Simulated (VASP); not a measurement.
# AlCu (rocksalt type): relaxation of cell and atoms with PBEsol

AlCu (rocksalt type):

```
Cu Al
1.0
     0.00000    2.51899    2.51899
     2.51899    0.00000    2.51899
     2.51899    2.51899    0.00000
Cu Al
1 1
Direct
  0.00000 0.00000 0.00000
  0.50000 0.50000 0.50000
```

```
Program                : VASP 6.6.1
Task                   : relaxation of cell and atoms
Functional             : PBEsol
Potentials or basis    : VASP PAW PBE potentials, release 64 (Cu, Al)
Cutoff                 : 600 eV
k mesh                 : 14 × 14 × 14
Occupations            : fermi-dirac, width 0.1 eV
Spin                   : no spin polarisation
Dipole correction      : no
Further INCAR settings : ALGO = Normal; EDIFF = 1e-06; IBRION = 2; EDIFFG = -0.005; NSW = 60; ISIF = 3
```

```json
{
 "Relaxed volume": "15.52 Å³/atom",
 "Relaxed cell": "a = 3.527 Å, b = 3.527 Å, c = 3.527 Å, α = 60.00°, β = 60.00°, γ = 60.00°",
 "Space group after relaxing (to 0.05 Å)": "Fm-3m (No. 225)",
 "Energy gained by relaxing": "3.8 meV/atom",
 "Ionic steps": "4",
 "Pressure after relaxing": "0.0 GPa",
 "Band gap on the k mesh": "zero (band 7 reaches 12.40 eV, above the bottom of band 8 at 5.23 eV)"
}
```

Step by step:
| step | energy change (eV) | largest force (eV/Å) | pressure (GPa) | volume (Å³) |
| --- | --- | --- | --- | --- |
| 1 | 0.0000 | 0.0000 | -2.33 | 31.97 |
| 2 | -0.0074 | 0.0000 | 0.33 | 30.90 |
| 3 | -0.0075 | 0.0000 | 0.07 | 31.01 |
| 4 | -0.0075 | 0.0000 | -0.03 | 31.03 |

Final structure:
```
CELL_PARAMETERS angstrom
0.00000 2.49424 2.49424
2.49424 0.00000 2.49424
2.49424 2.49424 0.00000
ATOMIC_POSITIONS crystal
Cu 0.00000 0.00000 0.00000
Al 0.50000 0.50000 0.50000
```

Levels at points of the mesh, in eV from the Fermi level:
| k point | band 3 | band 4 | band 5 | band 6 | band 7 | band 8 | band 9 | band 10 | band 11 |
| --- | --- | --- | --- | --- | --- | --- | --- | --- | --- |
| (0.00, 0.00, 0.00) | -3.66 | -3.64 | -3.64 | -3.64 | 5.65 | 5.65 | 5.65 | 9.29 | 9.29 |
| (0.50, 0.00, 0.00) | -3.94 | -3.94 | -3.26 | -3.26 | -2.63 | 5.66 | 5.66 | 6.44 | 6.44 |
| (0.50, 0.50, 0.00) | -3.67 | -3.47 | -3.15 | -3.15 | -1.91 | 1.06 | 1.06 | 3.71 | 5.19 |

Run time: 96 s on 1 thread of AMD EPYC 7R43 64-Core Processor (Zen 3), on a shared host, peak memory 0.16 GiB.

Caveat: the PAW data sets were made with another functional, which shifts forces and pressure a little.
